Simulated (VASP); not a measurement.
# B (P6/mmm) in VASP: relaxation of cell and atoms with PBE

Aim: the relaxation of cell and atoms of B with PBE.

Everything below comes from runs of VASP 6.6.1. Logs are shortened: lines on timing, memory, paths and dates and some standing lists are left out, and cuts for length are marked.

### 1 The cell of the first run

The structure is hexagonal, space group P6/mmm (No. 191). Conventional cell: a = 3.579 Å, b = 3.579 Å, c = 2.194 Å, α = 90.00°, β = 90.00°, γ = 120.00°. Within 2.9 Å of B (site symmetry 6/mmm) lie 14 B at 2.19 to 2.34 Å. B (site symmetry -6m2) has 11 B at 2.07 to 2.34 Å within 2.7 Å.

This isn't the form of B at room conditions, which is rhombohedral.

### 2 Relaxation of cell and atoms, PBE

Contents of INCAR:

```
SYSTEM = B
ALGO = Normal
EDIFF = 1E-7
EDIFFG = -0.04
ENCUT = 1230
GGA = PE
GGA_COMPAT = .False.
IBRION = 2
ISIF = 3
ISMEAR = 0
LASPH = .True.
LCHARG = .False.
LREAL = .False.
LWAVE = .False.
NELM = 120
NELMIN = 4
NSW = 90
PREC = Accurate
SIGMA = 0.1
```

Contents of KPOINTS:

```
k-points
0
Gamma
  6 6 8
  0 0 0
```

Contents of POSCAR:

```
B
1.0
    3.5789488132      0.0000000000      0.0000000000
   -1.7894744066      3.0994605911      0.0000000000
    0.0000000000      0.0000000000      2.1940512290
B
3
Direct
    0.0000000000      0.0000000000      0.0000000000
    0.3333333333      0.6666666667      0.5000000000
    0.6666666667      0.3333333333      0.5000000000
```

Potentials or basis: VASP PAW PBE potentials, release 64 (B_h).

The run is started by

```sh
$ cat potpaw_PBE.64/B_h/POTCAR > POTCAR
$ mpirun -np 1 vasp_std > vasp.out
```

OUTCAR:

```text
SYSTEM = B
   EDIFF = 1E-7
   EDIFFG = -0.04
   ENCUT = 1230
   GGA = PE
   IBRION = 2
   ISIF = 3
   ISMEAR = 0
   LASPH = .True.
   LREAL = .False.
   NELM = 120
   NELMIN = 4
   NSW = 90
   PREC = Accurate

 ion  position               nearest neighbor table
   1  0.000  0.000  0.000-
   2  0.333  0.667  0.500-
   3  0.667  0.333  0.500-

  LATTYP: Found a hexagonal cell.
 ALAT       =     3.5789488132
 C/A-ratio  =     0.6130434783

  Lattice vectors:

 A1 = (   3.5789488132,   0.0000000000,   0.0000000000)
 A2 = (  -1.7894744066,   3.0994605911,   0.0000000000)
 A3 = (   0.0000000000,   0.0000000000,   2.1940512290)

Analysis of symmetry for initial positions (statically):
=====================================================================
 Subroutine PRICEL returns:
 Original cell was already a primitive cell.

 Routine SETGRP: Setting up the symmetry group for a
 hexagonal supercell.

 Subroutine GETGRP returns: Found 24 space group operations
 (whereof 24 operations were pure point group operations)
 out of a pool of 24 trial point group operations.

The static configuration has the point symmetry D_6h.

Analysis of symmetry for dynamics (positions and initial velocities):
=====================================================================
 Subroutine PRICEL returns:
 Original cell was already a primitive cell.

 Routine SETGRP: Setting up the symmetry group for a
 hexagonal supercell.

 Subroutine GETGRP returns: Found 24 space group operations
 (whereof 24 operations were pure point group operations)
 out of a pool of 24 trial point group operations.

The dynamic configuration has the point symmetry D_6h.

 Subroutine INISYM returns: Found 24 space group operations
 (whereof 24 operations are pure point group operations),
 and found     1 'primitive' translations

----------------------------------------------------------------------------------------

                                     Primitive cell

  volume of cell :      24.3382

  direct lattice vectors                    reciprocal lattice vectors
     3.578948813  0.000000000  0.000000000     0.279411652  0.161318392  0.000000000
    -1.789474407  3.099460591  0.000000000     0.000000000  0.322636785  0.000000000
     0.000000000  0.000000000  2.194051229     0.000000000  0.000000000  0.455777872

  length of vectors
     3.578948813  3.578948813  2.194051229     0.322636785  0.322636785  0.455777872

  position of ions in fractional coordinates (direct lattice)
     0.000000000  0.000000000  0.000000000
     0.333333333  0.666666667  0.500000000
     0.666666667  0.333333333  0.500000000

  ion indices of the primitive-cell ions
   primitive index   ion index
                 1           1
                 2           2
[... 63 lines left out ...]
 SYSTEM =  B
   PREC   = accura    normal or accurate (medium, high low for compatibility)
   ISTART =      0    job   : 0-new  1-cont  2-samecut
   ICHARG =      2    charge: 1-file 2-atom 10-const
   ISPIN  =      1    spin polarized calculation?
   LNONCOLLINEAR =      F non collinear calculations
   LSORBIT =      F    spin-orbit coupling
   LASPH  =      T    aspherical Exc in radial PAW
   ENCUT  = 1230.0 eV  90.40 Ry    9.51 a.u.  10.23 10.23  6.27*2*pi/ulx,y,z
   NELM   =    120;   NELMIN=  4; NELMDL= -5     # of ELM steps
   EDIFF  = 0.1E-06   stopping-criterion for ELM
   LREAL  =      F    real-space projection
   EDIFFG = -.4E-01   stopping-criterion for IOM
   NSW    =     90    number of steps for IOM
   IBRION =      2    ionic relax: 0-MD 1-quasi-New 2-CG
   NFREE  =      1    steps in history (QN), initial steepest desc. (CG)
   ISIF   =      3    stress and relaxation
   ISYM   =      2    0-nonsym 1-usesym 2-fastsym
   POTIM  = 0.5000    time-step for ionic-motion
   TEBEG  =    0.0;   TEEND  =   0.0 temperature during run
   PSTRESS=    0.0 pullay stress
   NELECT =       9.0000    total number of electrons
   NUPDOWN=      -1.0000    fix difference up-down
   EMIN   =  10.00;   EMAX   =-10.00  energy-range for DOS
   EFERMI =   0.00;   METHOD = LEGACY
   ISMEAR =     0;   SIGMA  =   0.10  broadening in eV -4-tet -1-fermi 0-gaus
   EFERMI_NEDOS =   21; number of points for ismear=-14 and -15
   IALGO  =     38    algorithm
   IMIX   =      4    mixing-type and parameters
     AMIX     =   0.40;   BMIX     =  1.00
     AMIX_MAG =   1.60;   BMIX_MAG =  1.00
  volume/ion in A,a.u.               =       8.11        54.75
  Fermi-wavevector in a.u.,A,eV,Ry     =   1.175059  2.220539 18.786419  1.380763
  Thomas-Fermi vector in A             =   2.311446
   LORBIT       =      0    0 simple, 1 ext, 2 COOP (PROOUT), +10 PAW based schemes
   GGA     = PE    functional components
   LHFCALC =     F    Hartree Fock is set to
   AEXX    =    0.0000 exact exchange contribution
   IVDW    =     0    specifies the selected vdW correction
   LEPSILON=     F    determine dielectric tensor
   LRPA    =     F    only Hartree local field effects (RPA)
 conjugate gradient relaxation of ions
 non-spin polarized calculation
 Gauss-broadening in eV      SIGMA  =   0.10
  energy-cutoff  :     1230.00
  volume of cell :       24.34
 maximum number of plane-waves:      2418
 NGX is ok and might be reduce to    42
   NGX = 21   NGY = 21   NGZ = 13

--------------------------------------- Ionic step        1  -------------------------------------------

 number of electron       9.0000000 magnetization

 Free energy of the ion-electron system (eV)
  ---------------------------------------------------
  ext. energy  EPLUGINS =         0.00000000
  ---------------------------------------------------
  free energy    TOTEN  =       -14.47007076 eV

  energy without entropy =      -14.46602919  energy(sigma->0) =      -14.46804998

 E-fermi :   8.0001     XC(G=0): -11.8429

 val. band max:        7.9554273211   @ k =   0.0000   0.0000   0.3750
 cond. band min:       8.1288986074   @ k =   0.1667   0.0000   0.1250
 fundamental gap:      0.1734712863
 Fermi energy:         8.0001117259

 k-point     1 :       0.0000    0.0000    0.0000
  band No.  band energies     occupation
      1      -7.0551      2.00000
      2       4.9804      2.00000
      3       4.9804      2.00000
      4       5.1078      2.00000
      5       5.1078      2.00000
      6       7.2712      2.00000
      7       7.6777      1.99999
      8      14.5654      0.00000
[... 400 lines left out ...]
--------------------------------------- Ionic step        5  -------------------------------------------

 number of electron       9.0000000 magnetization

 Free energy of the ion-electron system (eV)
  ---------------------------------------------------
  ext. energy  EPLUGINS =         0.00000000
  ---------------------------------------------------
  free energy    TOTEN  =       -15.33621196 eV

  energy without entropy =      -15.33311237  energy(sigma->0) =      -15.33466216

 E-fermi :  11.7971     XC(G=0): -13.0202

 val. band max:       11.7379229081   @ k =   0.1667   0.0000   0.2500
 cond. band min:      11.9119783506   @ k =   0.0000   0.0000   0.1250
 fundamental gap:      0.1740554425
 Fermi energy:        11.7971402120

 k-point     1 :       0.0000    0.0000    0.0000
  band No.  band energies     occupation
      1      -6.4791      2.00000
      2       7.3419      2.00000
      3       7.3419      2.00000
      4       7.3687      2.00000
      5       7.3687      2.00000
      6      12.0676      0.00013
      7      12.5629      0.00000
      8      19.8943      0.00000
[... 283 lines left out ...]
  FREE ENERGIE OF THE ION-ELECTRON SYSTEM (eV)
  ---------------------------------------------------
  free  energy   TOTEN  =       -15.3362119570 eV

  energy  without entropy=      -15.3331123673  energy(sigma->0) =      -15.33466216

 reached required accuracy - stopping structural energy minimisation
```

CONTCAR:

```text
B
   1.00000000000000
     3.2652512309969546   -0.0000000000000000    0.0000000000000000
    -1.6326256154984773    2.8277905157998822   -0.0000000000000000
     0.0000000000000000    0.0000000000000000    1.9906735154578081
  B
     3
Direct
     0.0000000000000000    0.0000000000000000    0.0000000000000000
     0.3333333332999970    0.6666666667000030    0.5000000000000000
     0.6666666667000030    0.3333333332999970    0.5000000000000000

  0.00000000E+00  0.00000000E+00  0.00000000E+00
  0.00000000E+00  0.00000000E+00  0.00000000E+00
  0.00000000E+00  0.00000000E+00  0.00000000E+00
```

Run time: 34 s. Hardware: 1 thread of Intel Xeon 6975P-C (Granite Rapids), shared host; peak memory 0.21 GiB.

Results:

```yaml
Free_energy: -15.3362 eV
Relaxed_volume: 6.13 Å³/atom
Relaxed_cell: a = 3.265 Å, b = 3.265 Å, c = 1.991 Å, α = 90.00°, β = 90.00°, γ = 120.00°
Space_group_after_relaxing_to_0.1_Å: P6/mmm (No. 191)
Energy_gained_by_relaxing: 288.7 meV/atom
Ionic_steps: 5
Pressure_after_relaxing: -0.4 GPa
Band_gap_on_the_k_mesh: zero (an odd number of electrons rules out a gap without spin polarisation)
```

Stress tensor (GPa, compression positive):
```
-0.28  0.00  0.00
 0.00 -0.28  0.00
 0.00  0.00 -0.79
```

Step by step:
```tsv
step	energy change (eV)	largest force (eV/Å)	pressure (GPa)	volume (Å³)
1	0.0000	0.0000	-34.83	24.34
2	-0.8624	0.0000	-3.76	18.64
3	-0.8659	0.0000	-0.18	18.36
4	-0.8655	0.0000	1.27	18.25
5	-0.8661	0.0000	-0.45	18.38
```

Final structure:
```cif
data_structure
_symmetry_space_group_name_H-M 'P 1'
_symmetry_Int_Tables_number 1
_cell_length_a 3.2653
_cell_length_b 3.2653
_cell_length_c 1.9907
_cell_angle_alpha 90.000
_cell_angle_beta 90.000
_cell_angle_gamma 120.000
_cell_volume 18.38
loop_
_atom_site_label
_atom_site_type_symbol
_atom_site_fract_x
_atom_site_fract_y
_atom_site_fract_z
_atom_site_occupancy
B1 B 0.00000 0.00000 0.00000 1
B2 B 0.33333 0.66667 0.50000 1
B3 B 0.66667 0.33333 0.50000 1
```

Levels at points of the mesh, in eV from the Fermi level:
| k point | band 3 | band 4 | band 5 | band 6 | band 7 | band 8 |
| --- | --- | --- | --- | --- | --- | --- |
| (0.00, 0.00, 0.00) | -4.46 | -4.43 | -4.43 | 0.27 | 0.77 | 8.10 |
| (0.50, 0.00, 0.00) | -8.84 | -4.26 | 7.18 | 7.79 | 8.12 | 8.31 |
| (0.00, 0.00, 0.50) | 0.66 | 0.66 | 1.19 | 3.00 | 3.00 | 3.61 |
| (0.50, 0.00, 0.50) | -5.56 | -5.25 | -1.74 | 1.29 | 1.49 | 2.38 |

Caveat: the volume moved by over 15 % at a fixed basis, so the end points are rough; an odd number of electrons without spin polarisation forces a metal; a magnetic or distorted state may lie lower.

The gap in the log of VASP goes by the Fermi energy; the results here count the filled bands.